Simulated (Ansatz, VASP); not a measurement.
One calculation of Bi, two programs

File INCAR:

```
SYSTEM = Bi
ALGO     = Normal         ! electronic algorithm
EDIFF    = 1E-7           ! SCF threshold, eV
EDIFFG   = -0.04          ! ionic threshold
ENCUT    = 600            ! plane-wave cutoff, eV
GGA      = PS             ! functional
IBRION   = 2              ! ionic algorithm
ISIF     = 3              ! what is computed and relaxed
ISMEAR   = 0              ! smearing method
LASPH    = .TRUE.         ! aspherical terms in the spheres
LCHARG   = .FALSE.        ! write CHGCAR
LREAL    = .FALSE.        ! projectors in reciprocal space
LWAVE    = .FALSE.        ! write WAVECAR
NELM     = 80             ! most SCF steps
NSW      = 90             ! ionic steps
PREC     = Accurate       ! precision mode
SIGMA    = 0.1            ! smearing width, eV
```

Contents of KPOINTS:

```
k-points
0
G
  6 6 6
  0 0 0
```

File POSCAR:

```
Bi
1.0
    0.0000000000      2.6228611384      2.6228611384
    2.6228611384      0.0000000000      2.6228611384
    2.6228611384      2.6228611384      0.0000000000
Bi
1
Direct
    0.0000000000      0.0000000000      0.0000000000
```

Input for Ansatz:

```yaml
crystal:
  lattice:
    - [0.0, 2.6228611384, 2.6228611384]
    - [2.6228611384, 0.0, 2.6228611384]
    - [2.6228611384, 2.6228611384, 0.0]
  atoms:
    - { symbol: Bi, position: [0.0, 0.0, 0.0] }
basis:
  ecutwfc: 420
kpoints:
  mp_grid: { grid: [6, 6, 6] }
hamiltonian:
  xc: pbesol
scf:
  occupations: { method: gaussian, width: 0.1 }
  lower_state_search: "off"
output:
  forces: true
  stress: true
  eigenvalues: true
relax:
  adjacent_minimum: "off"
  f_tol: 0.04
  max_steps: 70
  cell: { stress_tol: 0.4 }
```

Alike in both runs: task relaxation of cell and atoms; functional PBEsol; k mesh 6 × 6 × 6; occupations gaussian, width 0.1 eV; no spin polarisation.

|  | VASP | Ansatz |
| --- | --- | --- |
| version | VASP 6.6.1 | Ansatz 0.2.0 |
| potentials or method | VASP PAW PBE potentials, release 64 (Bi_d), cutoff 600 eV | scalar-relativistic, plane waves, PAW |
| valence electrons in the cell | 15 | 15 |

```tsv
	VASP	Ansatz	Ansatz less VASP
gap on the k mesh at the Fermi level, each at its own relaxed structure (eV)	none	none	-
relaxed volume (Å³/atom)	30.11	30.11	-0.005
relaxed cell length with the largest relative difference (Å)	3.492	3.492	-0.0002
```

VASP's potentials were made for PBE, not for PBEsol. A gap of «none» marks a metal or a gap that the smearing closes.

Neither program's run includes spin-orbit coupling. Noted on VASP's run: the volume moved by over 15 % at a fixed basis, so the end points are rough.
